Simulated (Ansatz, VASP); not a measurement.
# Mg2SO: VASP beside Ansatz

```
CELL_PARAMETERS angstrom
1.64858 0.95181 5.43302
-1.64858 0.95181 5.43302
0.00000 -1.90362 5.43302
ATOMIC_POSITIONS crystal
O 0.00000 0.00000 0.00000
S 0.50000 0.50000 0.50000
Mg 0.26147 0.26147 0.26147
Mg 0.73853 0.73853 0.73853
```

Alike in both runs: task single point; functional PBE; k mesh 8 × 8 × 8; no spin polarisation.

|  | VASP | Ansatz |
| --- | --- | --- |
| version | VASP 6.6.1 | Ansatz 0.2.0 |
| potentials or method | VASP PAW PBE potentials, release 64 (O, S, Mg) | plane waves, PAW |
| plane-wave cutoff (eV) | 520 | 420 |
| occupations | gaussian, width 0.01 eV | fixed |
| valence electrons in the cell | 16 | 32 |

```tsv
	VASP	Ansatz	Ansatz less VASP
gap on the k mesh at the Fermi level (eV)	1.11	1.14	+0.027
pressure (GPa)	6.5	7.0	+0.51
traceless stress, the component that is largest in VASP (GPa)	0.17	0.12	-0.051
rms of the force components (eV/Å)	0.052	0.053	+0.0014
```

Atom by atom the forces differ by 0.001 eV/Å (rms over components). VASP's potentials hold 16 valence electrons a cell and Ansatz's 32, so a difference there can come from the potentials and not from the codes.
